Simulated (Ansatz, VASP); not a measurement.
CaSe: VASP beside Ansatz

```
Ca Se
1.0
     0.00000    2.96723    2.96723
     2.96723    0.00000    2.96723
     2.96723    2.96723    0.00000
Ca Se
1 1
Direct
  0.00000 0.00000 0.00000
  0.50000 0.50000 0.50000
```

Alike in both runs: task single point; functional r2SCAN; k mesh 8 × 8 × 8; occupations fermi-dirac, width 0.02 eV; no spin polarisation.

```csv
,VASP,Ansatz
version,VASP 6.6.1,Ansatz 0.2.0
potentials or method,"VASP PAW PBE potentials, release 64 (Ca_sv, Se), cutoff 520 eV",PAW plane waves
valence electrons in the cell,16,26
```

Ansatz gave:

- gap on the k mesh at the Fermi level (eV): 2.52
- pressure (GPa): 0.0

**Question.** Which values does VASP return?

**Answer.** gap on the k mesh at the Fermi level (eV): 2.52; pressure (GPa): 0.3.

VASP's potentials were made for PBE, not for r2SCAN. The functional is the same, so the differences come from potentials, cutoffs and numerics. VASP's potentials hold 16 valence electrons a cell and Ansatz's 26, so a difference there can come from the potentials and not from the codes.
